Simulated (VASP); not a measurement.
Fe: single point with PBE

Crystal: Fe.

```
Fe
1.0
     2.39274    0.00000    0.00000
    -1.19637    2.07218    0.00000
     0.00000    0.00000    2.30099
Fe
1
Direct
  0.00000 0.00000 0.00000
```

This isn't the form of Fe at room conditions, which is bcc.

```yaml
Program: VASP 6.6.1
Task: single point
Functional: PBE
Potentials_or_basis: VASP PAW PBE potentials, release 64 (Fe)
Cutoff: 520 eV
k_mesh: 18 × 18 × 16
Occupations: fermi-dirac, width 0.08 eV
Spin: collinear spin, ferromagnetic start
Starting_moments: "[2.5] μB"
Dipole_correction: no
Further_INCAR_settings: ALGO = Normal; EDIFF = 1e-06; NBANDS = 14
```

The pressure is 15.0 GPa and the net moment is 2.11 μB per cell. The site moments are Fe +2.09 μB. The valence electrons inside the program's atomic spheres are Fe 7.38.

Stress tensor (GPa, compression positive):
```
15.24  0.00  0.00
 0.00 15.24  0.00
 0.00  0.00 14.40
```

Levels at points of the mesh, in eV from the Fermi level:
Spin up:
```
           k point  band 1  band 2  band 3  band 4  band 5  band 6  band 7  band 8  band 9  band 10
(0.00, 0.00, 0.00)   -8.67   -4.31   -2.35   -2.35   -0.42   -0.42   19.33   22.57   24.92    27.27
(0.50, 0.00, 0.00)   -5.16   -3.54   -1.89   -0.72   -0.28    0.27    6.55   17.30   23.39    25.75
(0.00, 0.00, 0.50)   -4.64   -2.00   -2.00   -1.69   -1.68   -1.68    4.91   27.44   30.17    30.17
(0.50, 0.00, 0.50)   -5.44   -4.05   -2.30    0.38    1.01    6.52    6.89   12.92   15.26    22.97
```
Spin down:
| k point | band 1 | band 2 | band 3 | band 4 | band 5 | band 6 | band 7 | band 8 |
| --- | --- | --- | --- | --- | --- | --- | --- | --- |
| (0.00, 0.00, 0.00) | -8.37 | -3.13 | -0.52 | -0.52 | 2.52 | 2.52 | 19.99 | 22.39 |
| (0.50, 0.00, 0.00) | -3.97 | -2.32 | -0.08 | 0.81 | 2.18 | 2.36 | 7.80 | 17.83 |
| (0.00, 0.00, 0.50) | -3.82 | -1.51 | -0.11 | -0.11 | 1.07 | 1.07 | 6.14 | 27.44 |
| (0.50, 0.00, 0.50) | -3.65 | -2.56 | 0.33 | 2.48 | 2.62 | 6.93 | 7.25 | 14.03 |

Run time: 40 s on 1 thread of Intel(R) Xeon(R) 6975P-C (Granite Rapids), on a shared host, peak memory 0.19 GiB.

Caveat: the cell stands under pressure.
